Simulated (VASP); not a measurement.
Set up this calculation in VASP 6.6.1, as the native input.

- Task: relaxation of the atoms
- Functional: LDA
- Potentials or basis: VASP PAW LDA potentials, release 64 (O)
- Cutoff: 520 eV
- k mesh: 1 × 1 × 1
- Occupations: fermi-dirac, width 0.02 eV
- Spin: collinear spin, ferromagnetic start
- Starting moments: [1.0, 1.0] μB
- Dipole correction: no
- Further INCAR settings: ALGO = Normal; EDIFF = 1e-06; IBRION = 2; EDIFFG = -0.01; NSW = 60

The structure of O2 lies in POSCAR:

```
O
1.0
    9.0000000000      0.0000000000      0.0000000000
    0.0000000000      9.5000000000      0.0000000000
    0.0000000000      0.0000000000     10.0000000000
O
2
Direct
    0.5000000000      0.5000000000      0.4385000000
    0.5000000000      0.5000000000      0.5615000000
```

One way to write it, as run:

INCAR

```
PREC     = Accurate       # precision mode
ENCUT    = 520            # plane-wave cutoff, eV
EDIFF    = 1E-6           # SCF threshold, eV
ISMEAR   = -1             # smearing method
SIGMA    = 0.02           # smearing width, eV
LREAL    = False          # projectors in reciprocal space
LASPH    = True           # aspherical terms in the spheres
NELM     = 150            # most SCF steps
ALGO     = Normal         # electronic algorithm
ISIF     = 2              # what is computed and relaxed
LWAVE    = False          # write WAVECAR
LCHARG   = False          # write CHGCAR
ISPIN    = 2              # spin polarisation
MAGMOM   = 1 1            # initial moments
LORBIT   = 11             # projections on sites
IBRION   = 2              # ionic algorithm
NSW      = 60             # ionic steps
EDIFFG   = -0.01          # ionic threshold
```

KPOINTS

```
Automatic mesh
0
Gamma
  1 1 1
```

Potentials or basis: VASP PAW LDA potentials, release 64 (O).

Run with:

```bash
$ cat potpaw_LDA.64/O/POTCAR > POTCAR
$ mpirun -np 1 vasp_gam > vasp.out
```

Results of the run:

The energy gained by relaxing is 1.5 meV/atom and the ionic steps are 3. The largest force after relaxing is 0.009 eV/Å, the gap between the frontier levels is 1.97 eV and the net moment is 2.00 μB per cell. The site moments are O +0.81 μB. The valence electrons inside the program's atomic spheres are O 4.89.

Caveat: the standard files for N, O and F lose accuracy on very short bonds.

It took 56 s on 1 thread of AMD EPYC 9R45 96-Core Processor (Zen 5), on a shared host, peak memory 0.6 GiB.
